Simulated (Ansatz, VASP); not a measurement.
# HfN in VASP and in Ansatz

```
Hf N
1.0
     0.00000    2.26651    2.26651
     2.26651    0.00000    2.26651
     2.26651    2.26651    0.00000
Hf N
1 1
Direct
  0.00000 0.00000 0.00000
  0.50000 0.50000 0.50000
```

Change from the starting cell: volume scaled by 1.01, crystal datasets.

Alike in both runs: task electric field gradients; functional LDA; k mesh 10 × 10 × 10; occupations fermi-dirac, width 0.03 eV; no spin polarisation.

|  | VASP | Ansatz |
| --- | --- | --- |
| version | VASP 6.6.1 | Ansatz 0.2.0 |
| potentials or method | VASP PAW LDA potentials, release 64 (Hf_pv, N), cutoff 520 eV | all-electron PAW with datasets made for the crystal, scalar-relativistic |

```tsv
	VASP	Ansatz	Ansatz less VASP
pressure (GPa)	-13.1	-11.8	+1.33
```

LDA's correlation is that of Perdew and Zunger in VASP and of Perdew and Wang (1992) in Ansatz. Ansatz ran all-electron here, and VASP with PAW potentials.

Spin-orbit coupling is off throughout.
